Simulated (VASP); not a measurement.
Here is a VASP 6.6.1 calculation.

File INCAR:

```
SYSTEM = Be
PREC = Accurate
ENCUT = 520
EDIFF = 1E-6
ISMEAR = 0
SIGMA = 0.02
LREAL = .False.
LASPH = .True.
NELM = 100
ALGO = Normal
ISIF = 2
LWAVE = .False.
LCHARG = .False.
LDIPOL = .True.
IDIPOL = 3
DIPOL = 0.5 0.5 0.294
GGA = PE
NBANDS = 12
```

Contents of KPOINTS:

```
regular mesh
0
Gamma
  10 10 1
  0 0 0
```

Contents of POSCAR:

```
Be
1.0
    3.9825681648      0.0000000000      0.0000000000
    0.0000000000      3.9825681648      0.0000000000
    0.0000000000      0.0000000000     23.8000000000
Be
4
Direct
    0.7499954337      0.7499954337      0.2941176471
    0.2500045663      0.2500045663      0.2941176471
    0.7499954337      0.2500045663      0.2941176471
    0.2500045663      0.7499954337      0.2941176471
```

Potentials or basis: VASP PAW PBE potentials, release 64 (Be).

Run with:

```bash
$ cat potpaw_PBE.64/Be/POTCAR > POTCAR
$ mpirun -np 1 vasp_std > vasp.out
```

Estimate the band gap on the k mesh.

0.09 eV.
